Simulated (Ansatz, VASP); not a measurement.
NaI in VASP and in Ansatz

POSCAR

```
NaI
1.0
    0.0000000000      3.3079654535      3.3079654535
    3.3079654535      0.0000000000      3.3079654535
    3.3079654535      3.3079654535      0.0000000000
Na I
1 1
Direct
    0.0000000000      0.0000000000      0.0000000000
    0.5000000000      0.5000000000      0.5000000000
```

INCAR.step1

```
SYSTEM = NaI
ALGO = Normal
EDIFF = 1E-5
ENCUT = 520
GGA = PE
ISIF = 2
ISMEAR = -1
LASPH = .True.
LREAL = .False.
LWAVE = .True.
NBANDS = 14
NELM = 100
PREC = Accurate
SIGMA = 0.05
```

INCAR.step2

```
SYSTEM = NaI
ALGO = Normal
EDIFF = 1E-6
ENCUT = 520
GGA = PE
HFSCREEN = 0.2079
ISIF = 2
ISMEAR = -1
ISTART = 1
LASPH = .True.
LCHARG = .True.
LELF = .True.
LHFCALC = .True.
LREAL = .False.
LVHAR = .True.
LWAVE = .False.
NBANDS = 14
NELM = 100
PREC = Accurate
PRECFOCK = Normal
SIGMA = 0.05
```

KPOINTS

```
k-points
0
Gamma
  4 4 4
  0 0 0
```

Input for Ansatz:

```yaml
crystal:
  lattice:
    - [0.0, 3.307965453473, 3.307965453473]
    - [3.307965453473, 0.0, 3.307965453473]
    - [3.307965453473, 3.307965453473, 0.0]
  atoms:
    - { symbol: Na, position: [0.0, 0.0, 0.0] }
    - { symbol: I, position: [0.5, 0.5, 0.5] }
kpoints:
  mp_grid: { grid: [4, 4, 4] }
hamiltonian:
  xc: hse06
  pseudopotentials:
    kind: all_electron
    relativity: scalar
    datasets: crystal
    dataset_attempts: all
    nuclear_model: point
scf:
  occupations: { method: fermi_dirac, width: 0.05 }
  convergence: { dr2_threshold: "1e-9 eV" }
  max_iter: 400
  exx: { singularity: regularized }
  lower_state_search: "off"
output:
  forces: true
  stress: true
```

Alike in both runs: task single point; functional HSE06; k mesh 4 × 4 × 4; occupations fermi-dirac, width 0.05 eV; no spin polarisation.

```csv
,VASP,Ansatz
version,VASP 6.6.1,Ansatz 0.2.0 development build
potentials or method,"VASP PAW PBE potentials, release 64 (Na_pv, I), cutoff 520 eV","plane waves, all-electron PAW datasets generated for the crystal"
```

```csv
,VASP,Ansatz,Ansatz less VASP
gap on the k mesh at the Fermi level (eV),4.48,4.49,+0.016
```

Ansatz ran all-electron here, and VASP with PAW potentials.

Spin-orbit coupling is off throughout.
